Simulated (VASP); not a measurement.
**Ag: single point with r2SCAN**

Ag:

```
CELL_PARAMETERS angstrom
0.00000 2.05221 2.05221
2.05221 0.00000 2.05221
2.05221 2.05221 0.00000
ATOMIC_POSITIONS crystal
Ag 0.00000 0.00000 0.00000
```

```json
{
  "Program": "VASP 6.6.1",
  "Task": "single point",
  "Functional": "r2SCAN",
  "Potentials or basis": "VASP PAW PBE potentials, release 64 (Ag)",
  "Cutoff": "520 eV",
  "k mesh": "22 × 22 × 22",
  "Occupations": "gaussian, width 0.1 eV",
  "Spin": "no spin polarisation",
  "Dipole correction": "no",
  "Further INCAR settings": "ALGO = Normal; EDIFF = 1e-07; NBANDS = 12"
}
```

| Property | Result |
| --- | --- |
| Pressure | 0.1 GPa |

Levels at points of the mesh, in eV from the Fermi level:
```tsv
k point	band 4	band 5	band 6	band 7	band 8	band 9
(0.00, 0.00, 0.00)	-5.13	-4.12	-4.12	16.57	20.22	20.22
(0.50, 0.00, 0.00)	-3.32	-3.32	-0.34	3.58	15.81	18.42
(0.50, 0.50, 0.00)	-3.11	-3.11	1.69	6.82	11.02	11.02
```

Run time: 120 s on 1 thread of Intel(R) Xeon(R) Platinum 8488C (Sapphire Rapids) (shared host), peak memory 0.19 GiB.

Caveat: the PAW data sets were made with another functional, which shifts forces and pressure a little.
